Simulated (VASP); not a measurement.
A run of VASP 6.6.1 is set up as follows.

INCAR

```
SYSTEM = Nb
ALGO = Normal ; EDIFF = 1E-6
ENCUT = 520 ; GGA = PE
ISIF = 2 ; ISMEAR = -1
LASPH = .TRUE. ; LCHARG = .FALSE.
LREAL = .FALSE. ; LWAVE = .FALSE.
NBANDS = 12 ; NELM = 80
PREC = Accurate ; SIGMA = 0.06122561905347299
```

The input KPOINTS:

```
k-points
0
G
  44 44 44
  0 0 0
```

The input POSCAR:

```
Nb
1.0
    0.0000000000      2.1504596385      2.1504596385
    2.1504596385      0.0000000000      2.1504596385
    2.1504596385      2.1504596385      0.0000000000
Nb
1
Direct
    0.0000000000      0.0000000000      0.0000000000
```

Potentials or basis: VASP PAW PBE potentials, release 64 (Nb_sv).

Run with:

```console
$ cat potpaw_PBE.64/Nb_sv/POTCAR > POTCAR
$ mpirun -np 1 vasp_std > vasp.out
```

Predict the pressure.

-8.8 GPa.
